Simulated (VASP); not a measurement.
# Cs2CdSi (P4/mmm) in VASP: a series of runs, part 2 of 2

VASP 6.6.1. Earlier steps stand in the parts before.

**4. Single point, PBE**

This run uses another cell than the first one, of 45.40 Å³/atom.

Input file INCAR:

```
ALGO = Normal ; EDIFF = 1E-6
ENCUT = 520 ; GGA = PE
ISIF = 2 ; ISMEAR = 0
LASPH = True ; LCHARG = False
LREAL = False ; LWAVE = False
NBANDS = 25 ; NELM = 100
PREC = Accurate ; SIGMA = 0.1
```

Input file KPOINTS:

```
k-points
0
Gamma
  4 4 6
```

Input file POSCAR:

```
Cs2CdSi
1.0
    7.1322388092      0.0000000000      0.0000000000
    0.0000000000      7.1322388092      0.0000000000
    0.0000000000      0.0000000000      3.5703483760
Cs Cd Si
2 1 1
Direct
    0.0000000000      0.5000000000      0.5000000000
    0.5000000000      0.0000000000      0.5000000000
    0.5000000000      0.5000000000      0.5000000000
    0.0000000000      0.0000000000      0.0000000000
```

Potentials or basis: VASP PAW PBE potentials, release 64 (Cs_sv, Cd, Si).

Command:

```bash
$ cat potpaw_PBE.64/Cs_sv/POTCAR potpaw_PBE.64/Cd/POTCAR potpaw_PBE.64/Si/POTCAR > POTCAR
$ mpirun -np 1 vasp_std > vasp.out
```

OUTCAR:

```text
EDIFF = 1E-6
   ENCUT = 520
   GGA = PE
   ISIF = 2
   ISMEAR = 0
   LASPH = True
   LREAL = False
   NELM = 100
   PREC = Accurate

 ion  position               nearest neighbor table
   1  0.000  0.500  0.500-
   2  0.500  0.000  0.500-
   3  0.500  0.500  0.500-
   4  0.000  0.000  0.000-

[... 866 lines left out ...]

------------------------ aborting loop because EDIFF is reached ----------------------------------------

  FORCE on cell =-STRESS in cart. coord.  units (eV):
  Direction    XX          YY          ZZ          XY          YZ          ZX
  --------------------------------------------------------------------------------------
  -------------------------------------------------------------------------------------
  Total        0.1631766      0.1631766      0.3742214      0.0000000      0.0000000      0.0000000
  in kB        1.4394815      1.4394815      3.3012382      0.0000000      0.0000000      0.0000000
  external PRESSURE =       2.0600671 kB  Pullay stress =       0.0000000 kB

 VOLUME and BASIS-vectors are now :
 -----------------------------------------------------------------------------
  energy-cutoff  :      520.00
  volume of cell :      181.62
      direct lattice vectors                 reciprocal lattice vectors
     7.132238809  0.000000000  0.000000000     0.140208429  0.000000000  0.000000000
     0.000000000  7.132238809  0.000000000     0.000000000  0.140208429  0.000000000
     0.000000000  0.000000000  3.570348376     0.000000000  0.000000000  0.280084713

 POSITION                                       TOTAL-FORCE (eV/Angst)
 -----------------------------------------------------------------------------------
      0.00000      3.56612      1.78517         0.000000      0.000000      0.000000
      3.56612      0.00000      1.78517         0.000000      0.000000      0.000000
      3.56612      3.56612      1.78517         0.000000      0.000000      0.000000
      0.00000      0.00000      0.00000         0.000000      0.000000      0.000000
 -----------------------------------------------------------------------------------
    total drift:                                0.000000      0.000000      0.000000

  FREE ENERGIE OF THE ION-ELECTRON SYSTEM (eV)
  ---------------------------------------------------
  free  energy   TOTEN  =        -5.7047508135 eV

  energy  without entropy=       -5.6799797563  energy(sigma->0) =       -5.69236528
```

OSZICAR:

```text
N       E                     dE             d eps       ncg     rms          rms(c)
DAV:   1     0.215149506651E+03    0.21515E+03   -0.13544E+04  1200   0.110E+03
DAV:   2     0.110818837717E+02   -0.20407E+03   -0.19499E+03  1499   0.234E+02
DAV:   3    -0.634732815650E+01   -0.17429E+02   -0.17327E+02  1513   0.687E+01
DAV:   4    -0.657291522894E+01   -0.22559E+00   -0.22543E+00  1444   0.853E+00
DAV:   5    -0.657484025809E+01   -0.19250E-02   -0.19248E-02  1548   0.790E-01    0.249E+00
DAV:   6    -0.573113245213E+01    0.84371E+00   -0.22364E+00  1406   0.442E+00    0.107E+00
DAV:   7    -0.571047948809E+01    0.20653E-01   -0.20524E-01  1460   0.135E+00    0.668E-01
DAV:   8    -0.570624718922E+01    0.42323E-02   -0.37102E-02  1372   0.843E-01    0.202E-01
DAV:   9    -0.570450472897E+01    0.17425E-02   -0.13064E-02  1486   0.393E-01    0.141E-01
DAV:  10    -0.570479402141E+01   -0.28929E-03   -0.14414E-03  1407   0.131E-01    0.383E-02
DAV:  11    -0.570475586617E+01    0.38155E-04   -0.26192E-04  1471   0.594E-02    0.123E-02
DAV:  12    -0.570474996773E+01    0.58984E-05   -0.40252E-05  1477   0.162E-02    0.569E-03
DAV:  13    -0.570475081350E+01   -0.84577E-06   -0.19315E-06  1121   0.691E-03
   1 F= -.57047508E+01 E0= -.56923653E+01  d E =-.247711E-01
```

stdout:

```text
POSCAR found type information on POSCAR CsCdSi
 POSCAR found :  3 types and       4 ions
 scaLAPACK will be used
 LDA part: xc-table for (Slater+PW92), standard interpolation
 POSCAR, INCAR and KPOINTS ok, starting setup
 FFT: planning ... GRIDC
 FFT: planning ... GRID_SOFT
 FFT: planning ... GRID
 WAVECAR not read
 entering main loop
```

It took 83 s on 1 thread of Oxide Virtual Turin-like, shared host; peak memory 0.3 GiB.

Results:

- Free energy: -5.7048 eV
- Pressure: 0.2 GPa
- Band gap on the k mesh: zero (bands 17 and 18 overlap by 0.30 eV)

Caveat: spin-orbit coupling is left out, which moves the levels of the heavy elements.

**5. Relaxation of cell and atoms, PBE**

This run uses another cell than the first one, of 45.40 Å³/atom.

Input file INCAR:

```
PREC = Accurate
ENCUT = 600
EDIFF = 1E-7
ISMEAR = 0
SIGMA = 0.1
LREAL = False
LASPH = True
NELM = 100
ALGO = Fast
ISIF = 3
LWAVE = False
LCHARG = False
GGA = PE
IBRION = 2
NSW = 90
EDIFFG = -0.04
```

Input file KPOINTS:

```
Automatic mesh
0
Gamma
  4 4 6
```

POSCAR is that of step 4.

Command:

```bash
$ cat potpaw_PBE.64/Cs_sv/POTCAR potpaw_PBE.64/Cd/POTCAR potpaw_PBE.64/Si/POTCAR > POTCAR
$ mpirun -np 1 vasp_std > vasp.out
```

Wall time 4.7 min (1 thread of Oxide Virtual Turin-like, shared host); peak memory 0.38 GiB.

The run converged. Its results:

```
Free energy                           : -5.7072 eV
Relaxed volume                        : 46.57 Å³/atom
Relaxed cell                          : a = 7.174 Å, b = 7.174 Å, c = 3.619 Å, α = 90.00°, β = 90.00°, γ = 90.00°
Space group after relaxing (to 0.1 Å) : P4/mmm (No. 123)
Energy gained by relaxing             : 0.7 meV/atom
Ionic steps                           : 3
Pressure after relaxing               : 0.0 GPa
Band gap on the k mesh                : zero (bands 17 and 18 overlap by 0.28 eV)
```

Step by step:
| step | energy change (eV) | largest force (eV/Å) | pressure (GPa) | volume (Å³) |
| --- | --- | --- | --- | --- |
| 1 | 0.0000 | 0.0000 | 0.20 | 181.62 |
| 2 | -0.0018 | 0.0000 | 0.12 | 183.13 |
| 3 | -0.0028 | 0.0000 | -0.04 | 186.28 |

Final structure:
```cif
data_structure
_symmetry_space_group_name_H-M 'P 1'
_symmetry_Int_Tables_number 1
_cell_length_a 7.1742
_cell_length_b 7.1742
_cell_length_c 3.6192
_cell_angle_alpha 90.000
_cell_angle_beta 90.000
_cell_angle_gamma 90.000
_cell_volume 186.28
loop_
_atom_site_label
_atom_site_type_symbol
_atom_site_fract_x
_atom_site_fract_y
_atom_site_fract_z
_atom_site_occupancy
Cs1 Cs 0.00000 0.50000 0.50000 1
Cs2 Cs 0.50000 0.00000 0.50000 1
Cd1 Cd 0.50000 0.50000 0.50000 1
Si1 Si 0.00000 0.00000 0.00000 1
```

Levels at points of the mesh, in eV from the Fermi level:
| k point | band 15 | band 16 | band 17 | band 18 | band 19 | band 20 |
| --- | --- | --- | --- | --- | --- | --- |
| (0.00, 0.00, 0.00) | -4.36 | -0.11 | -0.11 | 1.54 | 1.69 | 1.69 |
| (0.50, 0.00, 0.00) | -3.97 | -0.77 | -0.18 | -0.12 | 0.84 | 2.16 |
| (0.50, 0.50, 0.00) | -3.52 | -1.29 | -1.29 | 0.35 | 0.35 | 2.35 |
| (0.00, 0.00, 0.50) | -2.25 | -1.26 | -0.18 | -0.18 | 0.02 | 2.14 |
| (0.50, 0.00, 0.50) | -1.82 | -1.08 | -0.54 | -0.07 | 0.99 | 1.72 |
| (0.50, 0.50, 0.50) | -1.37 | -0.83 | -0.77 | 0.74 | 0.74 | 1.35 |

Caveat: spin-orbit coupling is left out, which moves the levels of the heavy elements.

**6. The runs side by side**

```tsv
task	cell	k mesh	cutoff (eV)	gap on the mesh (eV)	pressure (GPa)
single point	a = 6.358, b = 6.358, c = 4.141 Å, 4 atoms	4 × 4 × 4	520	none	2.7
single point	a = 7.132, b = 7.132, c = 3.570 Å, 4 atoms	4 × 4 × 4	520	none	0.2
single point	a = 7.132, b = 7.132, c = 3.570 Å, 4 atoms	4 × 4 × 6	520	none	0.2
relaxation of cell and atoms	relaxed from a = 7.132, b = 7.132, c = 3.570 Å, 4 atoms	4 × 4 × 6	600	none	0.0
```

Alike in all rows: level PBE; potentials or basis VASP PAW PBE potentials, release 64 (Cs_sv, Cd, Si); no spin polarisation; smearing gaussian 0.1 eV.

Caveats: some runs use coarse meshes; spin-orbit coupling is left out, which moves the levels of the heavy elements.

Absolute energies hang on the potentials; compare differences alone.
